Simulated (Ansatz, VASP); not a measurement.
## AlN in VASP and in Ansatz

```xyz
8
Lattice="-3.1110 0.0000 0.0000 -1.5555 -2.6942 0.0000 0.0000 0.0000 10.2060" Properties=species:S:1:pos:R:3 pbc="T T T"
Al   -1.5555   -0.8981    8.9977
Al   -1.5555   -0.8981    4.0197
Al   -3.1110   -1.7961    1.5307
Al   -3.1110   -1.7961    6.5087
N    -1.5555   -0.8981    0.9583
N    -1.5555   -0.8981    5.9363
N    -3.1110   -1.7961    3.4473
N    -3.1110   -1.7961    8.4253
```

Alike in both runs: task single point; functional r2SCAN; k mesh 8 × 8 × 3; occupations gaussian, width 0.05 eV; no spin polarisation.

|  | VASP | Ansatz |
| --- | --- | --- |
| version | VASP 6.6.1 | Ansatz 0.2.0 |
| potentials or method | VASP PAW PBE potentials, release 64 (Al, N), cutoff 520 eV | scalar-relativistic, plane waves, PAW |
| valence electrons in the cell | 32 | 32 |

Ansatz gave:

* gap on the k mesh at the Fermi level (eV): 4.43
* least direct gap on the mesh (eV): 4.43
* pressure (GPa): -3.8
* traceless stress, the component that is largest in VASP (GPa): -5.78
* rms of the force components (eV/Å): 0.497

Estimate VASP's values.

gap on the k mesh at the Fermi level (eV): 4.47; least direct gap on the mesh (eV): 4.47; pressure (GPa): -4.2; traceless stress, the component that is largest in VASP (GPa): -5.84; rms of the force components (eV/Å): 0.498.

VASP's potentials were made for PBE, not for r2SCAN. Atom by atom the forces differ by 0.003 eV/Å (rms over components).
